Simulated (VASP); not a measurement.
Here is a VASP 6.6.1 calculation.

File INCAR:

```
SYSTEM = Cu2P
  ALGO = Normal
  EDIFF = 1E-7
  ENCUT = 520
  GGA = PE
  ISIF = 2
  ISMEAR = 0
  LASPH = .TRUE.
  LCHARG = .FALSE.
  LREAL = .FALSE.
  LWAVE = .FALSE.
  NBANDS = 20
  NELM = 100
  PREC = Accurate
  SIGMA = 0.1
```

KPOINTS

```
k-points
0
G
  16 16 8
  0 0 0
```

POSCAR

```
Cu2P
1.0
    2.5098537504      0.0000000000      0.0000000000
    0.0000000000      2.5492255700      0.0000000000
    0.0000000000      0.0000000000      6.4950853736
Cu P
2 1
Direct
    0.0000000000      0.0000000000      0.6814111960
    0.0000000000      0.0000000000      0.3185888040
    0.5000000000      0.0000000000      0.0000000000
```

Potentials or basis: VASP PAW PBE potentials, release 64 (Cu, P).

Launch:

```sh
$ cat potpaw_PBE.64/Cu/POTCAR potpaw_PBE.64/P/POTCAR > POTCAR
$ mpirun -np 1 vasp_std > vasp.out
```

What does it give for the pressure?

0.3 GPa.

Predict the largest force.

0.005 eV/Å.

Forces in eV/Å, atoms in the order of the input:
```
Cu   0.000  0.000 -0.005
Cu   0.000  0.000  0.005
P    0.000  0.000  0.000
```
